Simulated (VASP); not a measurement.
## Au: single point with RPBE+D4+U

Crystal: Au.

```
Au
1.0
     0.00625    2.05526    2.07313
     2.11666    0.01043    2.06894
     2.11534    2.04975    0.01175
Au
1
Cartesian
  -0.0019 -0.0312 -0.0074
```

| Quantity | Value |
| --- | --- |
| Program | VASP 6.6.1 |
| Task | single point |
| Functional | RPBE |
| Dispersion | D4 |
| Potentials or basis | VASP PAW PBE potentials, release 64 (Au) |
| Cutoff | 520 eV |
| k mesh | 11 × 11 × 11 |
| Occupations | fermi-dirac, width 0.02 eV |
| Spin | collinear spin |
| Starting moments | [2.0] μB |
| Fixed moment | 2 μB |
| Hubbard terms | Au d U = 3.0 eV |

```
Pressure                                              : 23.2 GPa
Net moment                                            : 2.00 μB per cell
Site moments                                          : Au +1.62 μB
Valence electrons inside the program's atomic spheres : Au 9.55
Dispersion energy per atom                            : -1.249 eV
```

Stress tensor (GPa, compression positive):
```
23.24  0.15  0.14
 0.15 23.14  0.06
 0.14  0.06 23.28
```

Eigenvalues of the final occupation matrices:
```tsv
site	spin	trace	eigenvalues
site 1 d	1	4.72	0.94 0.94 0.95 0.95 0.95
site 1 d	2	3.70	0.65 0.66 0.67 0.85 0.87
```

Run time: 4.4 min on 1 thread of Intel(R) Xeon(R) Platinum 8259CL CPU @ 2.50GHz (Skylake/Cascade Lake), on a shared host, peak memory 0.38 GiB.

Caveat: the cell stands under pressure; the dispersion term is far too large for a dense solid, which distorts pressure and volume; the PAW data sets were made with another functional, which shifts forces and pressure a little; spin-orbit coupling is left out, which moves the levels of the heavy elements; the total moment is fixed, so each spin has its own Fermi level and the state may be an excited one; the U is typed as a test and isn't derived for this compound.
